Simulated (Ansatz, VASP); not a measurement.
# LiF in VASP and in Ansatz

```xyz
4
Lattice="3.0775 0.0000 0.0000 -1.5387 2.6652 0.0000 0.0000 0.0000 5.0575" Properties=species:S:1:pos:R:3 pbc="T T T"
Li    0.0000    1.7768    1.9273
Li    1.5387    0.8884    4.4560
F     0.0000    1.7768    5.0268
F     1.5387    0.8884    2.4980
```

Alike in both runs: task single point; functional PBE; k mesh 9 × 9 × 6; occupations gaussian, width 0.05 eV; no spin polarisation.

|  | VASP | Ansatz |
| --- | --- | --- |
| version | VASP 6.6.1 | Ansatz 0.2.0 |
| potentials or method | VASP PAW PBE potentials, release 64 (Li_sv, F), cutoff 520 eV | scalar-relativistic, plane waves, PAW |
| valence electrons in the cell | 20 | 20 |

Ansatz gave:

* gap on the k mesh at the Fermi level (eV): 7.64
* least direct gap on the mesh (eV): 7.64
* rms of the force components (eV/Å): 0.071

Which values does VASP return?

gap on the k mesh at the Fermi level (eV): 7.63; least direct gap on the mesh (eV): 7.63; rms of the force components (eV/Å): 0.075.

Atom by atom the forces differ by 0.004 eV/Å (rms over components).

Noted on VASP's run: the cutoff is short for stress, so the pressure is rough.
